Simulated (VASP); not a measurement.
# TiSi2 (Fddd) in VASP: settings compared

Aim: see how the results for TiSi2 move with the level of theory and the settings. Levels: PBE, r2SCAN. Tasks: relaxation of cell and atoms, single point.

All numbers are computed with VASP 6.6.1; they aren't measurements. Logs are shortened: lines on timing, memory, paths and dates and some standing lists are left out, and cuts for length are marked.

**1. The cell of the first run**

Symmetry: Fddd, No. 70, orthorhombic system. The conventional cell has a = 4.773 Å, b = 8.236 Å, c = 8.523 Å, α = 90.00°, β = 90.00°, γ = 90.00°. Within 3.3 Å of Ti (site symmetry 222) lie 10 Si at 2.54 to 2.75 Å and 4 Ti at 3.19 Å. Si (site symmetry 2) has 5 Ti at 2.54 to 2.75 Å and 9 Si at 2.54 to 3.19 Å within 3.3 Å.

**2. Relaxation of cell and atoms, PBE**

The input, INCAR:

```
SYSTEM = TiSi2
PREC = Accurate
ENCUT = 600
EDIFF = 1E-6
ISMEAR = -1
SIGMA = 0.1
LREAL = .False.
LASPH = .True.
NELM = 60
ALGO = Normal
ISIF = 3
LWAVE = .False.
LCHARG = .False.
GGA = PE
IBRION = 2
NSW = 80
EDIFFG = -0.01
```

The input, KPOINTS:

```
Automatic mesh
0
Gamma
  6 6 6
  0 0 0
```

The input, POSCAR:

```
TiSi2
1.0
    0.0000000000      4.1180000000      4.2615000000
    2.3865000000      0.0000000000      4.2615000000
    2.3865000000      4.1180000000      0.0000000000
Ti Si
2 4
Direct
    0.7500000000      0.7500000000      0.7500000000
    0.5000000000      0.5000000000      0.5000000000
    0.0830000000      0.4170000000      0.0830000000
    0.4170000000      0.0830000000      0.4170000000
    0.1670000000      0.8330000000      0.1670000000
    0.8330000000      0.1670000000      0.8330000000
```

Potentials or basis: VASP PAW PBE potentials, release 64 (Ti_sv, Si).

On the command line:

```sh
$ cat potpaw_PBE.64/Ti_sv/POTCAR potpaw_PBE.64/Si/POTCAR > POTCAR
$ mpirun -np 1 vasp_std > vasp.out
```

OUTCAR:

```text
SYSTEM = TiSi2
   PREC = Accurate
   ENCUT = 600
   EDIFF = 1E-6
   ISMEAR = -1
   LREAL = .False.
   LASPH = .True.
   NELM = 60
   ISIF = 3
   GGA = PE
   IBRION = 2
   NSW = 80
   EDIFFG = -0.01

 ion  position               nearest neighbor table
   1  0.750  0.750  0.750-   6 2.54   5 2.54   6 2.54   5 2.54   3 2.74   4 2.74   4 2.75   4 2.75
                             3 2.75   3 2.75
   2  0.500  0.500  0.500-   3 2.54   4 2.54   3 2.54   4 2.54   5 2.74   6 2.74   5 2.75   5 2.75
                             6 2.75   6 2.75
   3  0.083  0.417  0.083-   2 2.54   2 2.54   5 2.54   5 2.54   1 2.74   4 2.75   4 2.75   4 2.75
                             1 2.75   1 2.75
   4  0.417  0.083  0.417-   2 2.54   2 2.54   6 2.54   6 2.54   1 2.74   3 2.75   3 2.75   3 2.75
                             1 2.75   1 2.75
   5  0.167  0.833  0.167-   1 2.54   1 2.54   3 2.54   3 2.54   2 2.74   6 2.75   6 2.75   6 2.75
                             2 2.75   2 2.75
   6  0.833  0.167  0.833-   1 2.54   1 2.54   4 2.54   4 2.54   2 2.74   5 2.75   5 2.75   5 2.75
                             2 2.75   2 2.75

  LATTYP: Found a face centered orthorhombic cell.
 ALAT       =     4.7730000000
 B/A-ratio  =     1.7255394930
 C/A-ratio  =     1.7856693903

  Lattice vectors:

 A1 = (   0.0000000000,   4.1180000000,   4.2615000000)
 A2 = (   2.3865000000,   0.0000000000,   4.2615000000)
 A3 = (   2.3865000000,   4.1180000000,   0.0000000000)

Analysis of symmetry for initial positions (statically):
=====================================================================
 Subroutine PRICEL returns:
 Original cell was already a primitive cell.

 Routine SETGRP: Setting up the symmetry group for a
 face centered orthorhombic supercell.

 Subroutine GETGRP returns: Found  8 space group operations
 (whereof  4 operations were pure point group operations)
 out of a pool of  8 trial point group operations.

The static configuration has the point symmetry D_2 .
 The point group associated with its full space group is D_2h.

Analysis of symmetry for dynamics (positions and initial velocities):
=====================================================================
 Subroutine PRICEL returns:
 Original cell was already a primitive cell.

 Routine SETGRP: Setting up the symmetry group for a
 face centered orthorhombic supercell.

 Subroutine GETGRP returns: Found  8 space group operations
 (whereof  4 operations were pure point group operations)
 out of a pool of  8 trial point group operations.

The dynamic configuration has the point symmetry D_2 .
 The point group associated with its full space group is D_2h.

 Subroutine INISYM returns: Found  8 space group operations
 (whereof  4 operations are pure point group operations),
 and found     1 'primitive' translations

----------------------------------------------------------------------------------------

                                     Primitive cell

  volume of cell :      83.7607

  direct lattice vectors                    reciprocal lattice vectors
     0.000000000  4.118000000  4.261500000    -0.209511837  0.121418164  0.117329579
     2.386500000  0.000000000  4.261500000     0.209511837 -0.121418164  0.117329579
     2.386500000  4.118000000  0.000000000     0.209511837  0.121418164 -0.117329579

  length of vectors
     5.926070051  4.884236327  4.759548954     0.269079562  0.269079562  0.269079562

  position of ions in fractional coordinates (direct lattice)
     0.750000000  0.750000000  0.750000000
     0.500000000  0.500000000  0.500000000
     0.083000000  0.417000000  0.083000000
     0.417000000  0.083000000  0.417000000
     0.167000000  0.833000000  0.167000000
     0.833000000  0.167000000  0.833000000

  ion indices of the primitive-cell ions
   primitive index   ion index
                 1           1
                 2           2
                 3           3
                 4           4
                 5           5
                 6           6

[... 53 lines left out ...]
  ---------------------------------------------------
  ext. energy  EPLUGINS =         0.00000000
  ---------------------------------------------------
  free energy    TOTEN  =       -40.73792767 eV

  energy without entropy =      -40.68023347  energy(sigma->0) =      -40.70908057

------------------------ aborting loop because EDIFF is reached ----------------------------------------

  FORCE on cell =-STRESS in cart. coord.  units (eV):
  Direction    XX          YY          ZZ          XY          YZ          ZX
  --------------------------------------------------------------------------------------
  -------------------------------------------------------------------------------------
  Total        1.5920313      1.1590886      0.8255141      0.0000000      0.0000000      0.0000000
  in kB       30.4524279     22.1710841     15.7904607      0.0000000      0.0000000      0.0000000
  external PRESSURE =      22.8046576 kB  Pullay stress =       0.0000000 kB
[... 25 lines left out ...]
  energy  without entropy=      -40.6802334688  energy(sigma->0) =      -40.70908057

--------------------------------------- Ionic step        2  -------------------------------------------

 number of electron      40.0000000 magnetization

 E-fermi :   9.9235     XC(G=0): -11.6161

 val. band max:        9.9221478666   @ k =  -0.3333   0.1667   0.0000
 cond. band min:       9.9436354066   @ k =   0.0000   0.3333   0.3333
 fundamental gap:      0.0214875400
 Fermi energy:         9.9234587413

 k-point     1 :       0.0000    0.0000    0.0000
  band No.  band energies     occupation
      1     -46.4772      2.00000
      2     -46.4518      2.00000
      3     -22.8441      2.00000
      4     -22.8333      2.00000
      5     -22.7652      2.00000
      6     -22.7512      2.00000
[... 637 lines left out ...]
     23      12.2263      0.00000
     24      12.5750      0.00000

 [... further k-points ...]

------------------------ aborting loop because EDIFF is reached ----------------------------------------

  FORCE on cell =-STRESS in cart. coord.  units (eV):
  Direction    XX          YY          ZZ          XY          YZ          ZX
  --------------------------------------------------------------------------------------
  -------------------------------------------------------------------------------------
  Total       -0.9712760     -0.7097114     -1.1924843      0.0000000      0.0000000      0.0000000
  in kB      -18.0545719    -13.1924772    -22.1665040      0.0000000      0.0000000      0.0000000
  external PRESSURE =     -17.8045177 kB  Pullay stress =       0.0000000 kB
[... 265 lines left out ...]
  energy  without entropy=      -40.6965115272  energy(sigma->0) =      -40.72723839

--------------------------------------- Ionic step        9  -------------------------------------------

 number of electron      40.0000000 magnetization

 Free energy of the ion-electron system (eV)
  ---------------------------------------------------
  ext. energy  EPLUGINS =         0.00000000
  ---------------------------------------------------
  free energy    TOTEN  =       -40.75802611 eV

  energy without entropy =      -40.69651573  energy(sigma->0) =      -40.72727092

 E-fermi :  10.0673     XC(G=0): -11.6732

 val. band max:       10.0576291135   @ k =  -0.1667   0.3333   0.1667
 cond. band min:      10.0841761973   @ k =  -0.3333   0.1667   0.0000
 fundamental gap:      0.0265470837
 Fermi energy:        10.0672813001

 k-point     1 :       0.0000    0.0000    0.0000
  band No.  band energies     occupation
      1     -46.2886      2.00000
      2     -46.2618      2.00000
      3     -22.6612      2.00000
      4     -22.6515      2.00000
      5     -22.5784      2.00000
      6     -22.5640      2.00000
[... 637 lines left out ...]
     23      12.4244      0.00000
     24      12.7866      0.00000

 [... further k-points ...]

------------------------ aborting loop because EDIFF is reached ----------------------------------------

  FORCE on cell =-STRESS in cart. coord.  units (eV):
  Direction    XX          YY          ZZ          XY          YZ          ZX
  --------------------------------------------------------------------------------------
  -------------------------------------------------------------------------------------
  Total        0.0381879     -0.0209090      0.0367084      0.0000000      0.0000000      0.0000000
  in kB        0.7191020     -0.3937297      0.6912415      0.0000000      0.0000000      0.0000000
  external PRESSURE =       0.3388713 kB  Pullay stress =       0.0000000 kB
[... 21 lines left out ...]
  FREE ENERGIE OF THE ION-ELECTRON SYSTEM (eV)
  ---------------------------------------------------
  free  energy   TOTEN  =       -40.7580261103 eV

  energy  without entropy=      -40.6965157300  energy(sigma->0) =      -40.72727092

 reached required accuracy - stopping structural energy minimisation
```

It took 4.9 min on 1 thread of Intel Xeon 6975P-C (Granite Rapids), shared host; peak memory 0.33 GiB.

What came out:

```yaml
Free_energy: -40.7580 eV
Relaxed_volume: 14.18 Å³/atom
Relaxed_cell: a = 5.950 Å, b = 4.903 Å, c = 4.789 Å, α = 75.75°, β = 52.99°, γ = 51.26°
Space_group_after_relaxing_to_0.1_Å: Fddd (No. 70)
Energy_gained_by_relaxing: 3.3 meV/atom
Ionic_steps: 9
Pressure_after_relaxing: 0.0 GPa
Band_gap_on_the_k_mesh: zero (bands 20 and 21 overlap by 1.69 eV)
```

Stress tensor (GPa, compression positive):
```
 0.07  0.00  0.00
 0.00 -0.04  0.00
 0.00  0.00  0.07
```

Step by step:
```
step  energy change (eV)  largest force (eV/Å)  pressure (GPa)  volume (Å³)
   1              0.0000                0.1809            2.28        83.76
   2             -0.0095                0.1145           -1.78        86.19
   3             -0.0136                0.1370           -0.38        85.31
   4             -0.0171                0.0887           -0.13        85.21
   5             -0.0177                0.0614            0.02        85.15
   6             -0.0199                0.0173           -0.01        85.11
   7             -0.0200                0.0009            0.00        85.09
   8             -0.0200                0.0023           -0.01        85.10
   9             -0.0201                0.0016            0.03        85.08
```

Final structure:
```
Ti Si
1.0
     0.00000    4.14133    4.27271
     2.40421    0.00000    4.27271
     2.40421    4.14133    0.00000
Ti Si
2 4
Direct
  0.75000 0.75000 0.75000
  0.50000 0.50000 0.50000
  0.08640 0.41360 0.08640
  0.41360 0.08640 0.41360
  0.16360 0.83640 0.16360
  0.83640 0.16360 0.83640
```

**3. Single point, r2SCAN**

This run uses another cell than the first one, of 13.14 Å³/atom.

The input, POSCAR:

```
TiSi2
1.0
    0.0000000000      4.0395524100      4.1653268100
    2.3436397300      0.0000000000      4.1653268100
    2.3436397300      4.0395524100      0.0000000000
Ti Si
2 4
Direct
    0.7500000000      0.7500000000      0.7500000000
    0.5000000000      0.5000000000      0.5000000000
    0.0868287700      0.4131712300      0.0868287700
    0.4131712300      0.0868287700      0.4131712300
    0.1631712300      0.8368287700      0.1631712300
    0.8368287700      0.1631712300      0.8368287700
```

The input, INCAR.step1:

```
PREC = Accurate ; ENCUT = 550
ISMEAR = -1 ; SIGMA = 0.1
LREAL = False ; LASPH = True
NELM = 120 ; NBANDS = 29
GGA = PE ; ALGO = Normal
EDIFF = 1E-5 ; LWAVE = True
LCHARG = False ; GGA_COMPAT = False
```

The input, INCAR.step2:

```
PREC = Accurate ; ENCUT = 550
EDIFF = 1E-6 ; ISMEAR = -1
SIGMA = 0.1 ; LREAL = False
LASPH = True ; NELM = 120
ALGO = Normal ; ISIF = 2
LWAVE = False ; LCHARG = False
METAGGA = R2SCAN ; LMIXTAU = True
NBANDS = 29 ; ISTART = 1
GGA_COMPAT = False
```

The input, KPOINTS:

```
Automatic mesh
0
Gamma
  8 8 8
```

Potentials or basis: VASP PAW PBE potentials, release 64 (Ti_sv, Si).

On the command line:

```sh
$ cat potpaw_PBE.64/Ti_sv/POTCAR potpaw_PBE.64/Si/POTCAR > POTCAR
$ cp INCAR.step1 INCAR
$ mpirun -np 1 vasp_std > vasp.out
$ cp INCAR.step2 INCAR
$ mpirun -np 1 vasp_std > vasp.out
```

Wall time 27 min (1 thread of Intel Xeon 8259CL, shared host); peak memory 0.41 GiB.

It converged, with:

```yaml
Free_energy: -63.9841 eV
Pressure: 11.0 GPa
Largest_force: 0.004 eV/Å
Band_gap_on_the_k_mesh: zero (bands 20 and 21 overlap by 2.20 eV)
```

Forces on the atoms (eV/Å):
```
Ti   0.000  0.000  0.000
Ti   0.000  0.000  0.000
Si   0.000  0.004  0.000
Si   0.000 -0.004  0.000
Si   0.000 -0.004  0.000
Si   0.000  0.004  0.000
```

Stress tensor (GPa, compression positive):
```
10.57  0.00  0.00
 0.00  8.73  0.00
 0.00  0.00 13.60
```

Levels at points of the mesh, in eV from the Fermi level:
| k point | band 17 | band 18 | band 19 | band 20 | band 21 | band 22 | band 23 | band 24 |
| --- | --- | --- | --- | --- | --- | --- | --- | --- |
| (0.00, 0.00, 0.00) | -2.55 | -2.34 | -2.06 | -1.65 | -1.08 | 2.44 | 3.59 | 3.88 |
| (0.50, 0.00, 0.00) | -2.18 | -1.23 | -0.06 | 0.17 | 1.12 | 1.60 | 1.94 | 2.56 |
| (0.50, 0.50, 0.00) | -1.83 | -1.83 | -1.17 | -1.17 | 0.90 | 0.90 | 3.65 | 3.65 |
| (0.50, 0.00, 0.50) | -2.63 | -2.63 | -1.01 | -1.01 | 1.46 | 1.46 | 3.89 | 3.89 |
| (0.00, 0.50, 0.50) | -1.22 | -1.22 | -0.78 | -0.78 | 0.98 | 0.98 | 2.68 | 2.68 |

Caveat: the cell stands under pressure; the PAW data sets were made with another functional, which shifts forces and pressure a little.

**4. Single point, r2SCAN**

This run uses another cell than the first one, of 13.42 Å³/atom.

The input, POSCAR:

```
TiSi2
1.0
    0.0000000000      4.0680009000      4.1946610700
    2.3601447700      0.0000000000      4.1946610700
    2.3601447700      4.0680009000      0.0000000000
Ti Si
2 4
Direct
    0.7500000000      0.7500000000      0.7500000000
    0.5000000000      0.5000000000      0.5000000000
    0.0869042740      0.4130957260      0.0869042740
    0.4130957260      0.0869042740      0.4130957260
    0.1630957260      0.8369042740      0.1630957260
    0.8369042740      0.1630957260      0.8369042740
```

The input, INCAR.step1:

```
SYSTEM = TiSi2
PREC = Accurate
ENCUT = 550
ISMEAR = -1
SIGMA = 0.1
LREAL = .False.
LASPH = .True.
NELM = 120
NBANDS = 29
GGA = PE
ALGO = Normal
EDIFF = 1E-5
LWAVE = .True.
LCHARG = .False.
GGA_COMPAT = .False.
```

The input, INCAR.step2:

```
SYSTEM = TiSi2
PREC = Accurate
ENCUT = 550
EDIFF = 1E-6
ISMEAR = -1
SIGMA = 0.1
LREAL = .False.
LASPH = .True.
NELM = 120
ALGO = Normal
ISIF = 2
LWAVE = .False.
LCHARG = .False.
METAGGA = R2SCAN
LMIXTAU = .True.
NBANDS = 29
ISTART = 1
GGA_COMPAT = .False.
```

The input, KPOINTS:

```
Automatic mesh
0
Gamma
  8 8 8
  0 0 0
```

On the command line:

```sh
$ cat potpaw_PBE.64/Ti_sv/POTCAR potpaw_PBE.64/Si/POTCAR > POTCAR
$ cp INCAR.step1 INCAR
$ mpirun -np 1 vasp_std > vasp.out
$ cp INCAR.step2 INCAR
$ mpirun -np 1 vasp_std > vasp.out
```

Run time: 24 min. Hardware: 1 thread of Intel Xeon 8259CL, shared host; peak memory 0.41 GiB.

Results (log left out):

```
Free energy            : -64.0782 eV
Pressure               : 7.0 GPa
Largest force          : 0.012 eV/Å
Band gap on the k mesh : zero (bands 20 and 21 overlap by 2.15 eV)
```

Forces on the atoms (eV/Å):
```
Ti   0.000  0.000  0.000
Ti   0.000  0.000  0.000
Si   0.000  0.012  0.000
Si   0.000 -0.012  0.000
Si   0.000 -0.012  0.000
Si   0.000  0.012  0.000
```

Stress tensor (GPa, compression positive):
```
6.70 0.00 0.00
0.00 5.48 0.00
0.00 0.00 8.85
```

Levels at points of the mesh, in eV from the Fermi level:
| k point | band 18 | band 19 | band 20 | band 21 | band 22 | band 23 |
| --- | --- | --- | --- | --- | --- | --- |
| (0.00, 0.00, 0.00) | -2.35 | -2.05 | -1.64 | -1.05 | 2.38 | 3.51 |
| (0.50, 0.00, 0.00) | -1.20 | -0.05 | 0.17 | 1.09 | 1.56 | 1.88 |
| (0.50, 0.50, 0.00) | -1.83 | -1.14 | -1.14 | 0.88 | 0.88 | 3.57 |
| (0.50, 0.00, 0.50) | -2.59 | -0.99 | -0.99 | 1.43 | 1.43 | 3.78 |
| (0.00, 0.50, 0.50) | -1.21 | -0.77 | -0.77 | 0.96 | 0.96 | 2.60 |

Caveat: the cell stands under pressure; the PAW data sets were made with another functional, which shifts forces and pressure a little.

**5. Single point, r2SCAN**

This run uses another cell than the first one, of 13.70 Å³/atom.

The input, POSCAR:

```
TiSi2
1.0
    0.0000000000      4.0960569700      4.2235906800
    2.3764221500      0.0000000000      4.2235906800
    2.3764221500      4.0960569700      0.0000000000
Ti Si
2 4
Direct
    0.7500000000      0.7500000000      0.7500000000
    0.5000000000      0.5000000000      0.5000000000
    0.0872084482      0.4127915518      0.0872084482
    0.4127915518      0.0872084482      0.4127915518
    0.1627915518      0.8372084482      0.1627915518
    0.8372084482      0.1627915518      0.8372084482
```

The input, INCAR.step1:

```
SYSTEM = TiSi2
PREC = Accurate ; ENCUT = 550
ISMEAR = -1 ; SIGMA = 0.1
LREAL = .FALSE. ; LASPH = .TRUE.
NELM = 120 ; NBANDS = 29
GGA = PE ; ALGO = Normal
EDIFF = 1E-5 ; LWAVE = .TRUE.
LCHARG = .FALSE. ; GGA_COMPAT = .FALSE.
```

The input, INCAR.step2:

```
SYSTEM = TiSi2
PREC = Accurate ; ENCUT = 550
EDIFF = 1E-6 ; ISMEAR = -1
SIGMA = 0.1 ; LREAL = .FALSE.
LASPH = .TRUE. ; NELM = 120
ALGO = Normal ; ISIF = 2
LWAVE = .FALSE. ; LCHARG = .FALSE.
METAGGA = R2SCAN ; LMIXTAU = .TRUE.
NBANDS = 29 ; ISTART = 1
GGA_COMPAT = .FALSE.
```

The input, KPOINTS:

```
regular mesh
0
G
  8 8 8
  0 0 0
```

On the command line:

```sh
$ cat potpaw_PBE.64/Ti_sv/POTCAR potpaw_PBE.64/Si/POTCAR > POTCAR
$ cp INCAR.step1 INCAR
$ mpirun -np 1 vasp_std > vasp.out
$ cp INCAR.step2 INCAR
$ mpirun -np 1 vasp_std > vasp.out
```

It took 29 min on 1 thread of Intel Xeon 8259CL, shared host; peak memory 0.41 GiB.

It converged, with:

```yaml
Free_energy: -64.1332 eV
Pressure: 3.5 GPa
Largest_force: 0.006 eV/Å
Band_gap_on_the_k_mesh: zero (bands 20 and 21 overlap by 2.10 eV)
```

Forces in eV/Å, atoms in the order of the input:
```
Ti   0.000  0.000  0.000
Ti   0.000  0.000  0.000
Si   0.000  0.006  0.000
Si   0.000 -0.006  0.000
Si   0.000 -0.006  0.000
Si   0.000  0.006  0.000
```

Stress tensor (GPa, compression positive):
```
3.22 0.00 0.00
0.00 2.56 0.00
0.00 0.00 4.60
```

Levels at points of the mesh, in eV from the Fermi level:
```csv
k point,band 16,band 17,band 18,band 19,band 20,band 21,band 22,band 23,band 24,band 25
"(0.00, 0.00, 0.00)",-2.79,-2.48,-2.35,-2.05,-1.61,-1.03,2.32,3.43,3.72,3.72
"(0.50, 0.00, 0.00)",-2.76,-2.11,-1.17,-0.04,0.16,1.05,1.52,1.83,2.43,2.89
"(0.50, 0.50, 0.00)",-3.22,-1.82,-1.82,-1.11,-1.11,0.86,0.86,3.48,3.48,3.72
"(0.50, 0.00, 0.50)",-2.65,-2.56,-2.56,-0.97,-0.97,1.40,1.40,3.68,3.68,3.69
"(0.00, 0.50, 0.50)",-1.39,-1.20,-1.20,-0.75,-0.75,0.94,0.94,2.53,2.53,3.48
```

Caveat: the cell stands under pressure; the PAW data sets were made with another functional, which shifts forces and pressure a little.

**6. The runs side by side**

```tsv
task	level	cell	k mesh	cutoff (eV)	gap on the mesh (eV)	pressure (GPa)	largest force (eV/Å)
relaxation of cell and atoms	PBE	relaxed from a = 5.926, b = 4.884, c = 4.760 Å, angles 75.8, 53.0, 51.1°, 6 atoms, atomic positions A	6 × 6 × 6	600	none	0.0	-
single point	r2SCAN	a = 5.802, b = 4.779, c = 4.670 Å, angles 75.8, 53.0, 51.3°, 6 atoms, atomic positions B	8 × 8 × 8	550	none	11.0	-
single point	r2SCAN	a = 5.843, b = 4.813, c = 4.703 Å, angles 75.8, 53.0, 51.3°, 6 atoms, atomic positions B	8 × 8 × 8	550	none	7.0	0.01
single point	r2SCAN	a = 5.884, b = 4.846, c = 4.736 Å, angles 75.8, 53.0, 51.3°, 6 atoms, atomic positions B	8 × 8 × 8	550	none	3.5	0.01
```

Alike in all rows: potentials or basis VASP PAW PBE potentials, release 64 (Ti_sv, Si); no spin polarisation; smearing fermi-dirac 0.1 eV.

Caveats: the cell stands under pressure (at least some runs); the PAW data sets were made with another functional, which shifts forces and pressure a little (at least some runs).

Absolute energies hang on the potentials; compare differences alone.
